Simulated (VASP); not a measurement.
Crystal: InGa3As4.

```
CELL_PARAMETERS angstrom
4.07990 0.00000 0.00000
0.00000 4.07990 0.00000
0.00000 0.00000 11.58761
ATOMIC_POSITIONS crystal
Ga 0.00000 0.00000 0.75936
Ga 0.50000 0.50000 0.00000
Ga 0.00000 0.00000 0.24064
As 0.00000 0.50000 0.87976
As 0.50000 0.00000 0.12024
As 0.00000 0.50000 0.35979
As 0.50000 0.00000 0.64021
In 0.50000 0.50000 0.50000
```

Base run:

```yaml
Program: VASP 6.6.1
Functional: r2SCAN
Potentials_or_basis: VASP PAW PBE potentials, release 64 (Ga_d, As, In_d)
Cutoff: 520 eV
k_mesh: 6 × 6 × 2
Occupations: fermi-dirac, width 0.02 eV
Spin: no spin polarisation
```

Its results: band gap on the k mesh 0.57 eV, direct; pressure 0.1 GPa; largest force 0.005 eV/Å.

**Question.** The run is repeated on the same cell with these changes: functional from r2SCAN to PBE. What comes out?

**Answer.** Band gap on the k mesh 0.12 eV, direct; pressure 2.7 GPa; largest force 0.017 eV/Å.

r2SCAN gives the wider gap, since meta-GGAs in the generalised Kohn-Sham scheme recover part of the derivative discontinuity.

Caveats: spin-orbit coupling is left out, which moves the levels of the heavy elements; the PAW data sets were made with another functional, which shifts forces and pressure a little (some runs).

